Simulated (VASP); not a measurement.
Input of a VASP 6.6.1 run:

Contents of POSCAR:

```
CdS
1.0
    0.0000000000      2.7268811899      2.7268811899
    2.7268811899      0.0000000000      2.7268811899
    2.7268811899      2.7268811899      0.0000000000
Cd S
1 1
Direct
    0.0000000000      0.0000000000      0.0000000000
    0.5000000000      0.5000000000      0.5000000000
```

File INCAR.step1:

```
PREC = Accurate
ENCUT = 600
ISMEAR = 0
SIGMA = 0.01
LREAL = False
LASPH = True
NELM = 80
GGA = PE
ALGO = Normal
EDIFF = 1E-4
LWAVE = True
LCHARG = False
```

Contents of INCAR.step2:

```
PREC = Accurate
ENCUT = 600
EDIFF = 1E-6
ISMEAR = 0
SIGMA = 0.01
LREAL = False
LASPH = True
NELM = 80
ALGO = Normal
ISIF = 3
LWAVE = False
LCHARG = False
METAGGA = R2SCAN
LMIXTAU = True
IBRION = 2
NSW = 100
EDIFFG = -0.002
PSTRESS = 100.0
ISTART = 1
```

Contents of KPOINTS:

```
regular mesh
0
Gamma
  8 8 8
```

Potentials or basis: VASP PAW PBE potentials, release 64 (Cd, S).

The run is started by

```sh
$ cat potpaw_PBE.64/Cd/POTCAR potpaw_PBE.64/S/POTCAR > POTCAR
$ cp INCAR.step1 INCAR
$ mpirun -np 1 vasp_std > vasp.out
$ cp INCAR.step2 INCAR
$ mpirun -np 1 vasp_std > vasp.out
```

(1) What does it give for the relaxed cell?

(2) Predict the relaxed volume.

Results:

(1) a = 3.740 Å, b = 3.740 Å, c = 3.740 Å, α = 60.00°, β = 60.00°, γ = 60.00°.

(2) 18.50 Å³/atom.

Caveat: the cell is relaxed towards a set pressure, so the run minimises the enthalpy, not the energy; the PAW data sets were made with another functional, which shifts forces and pressure a little.
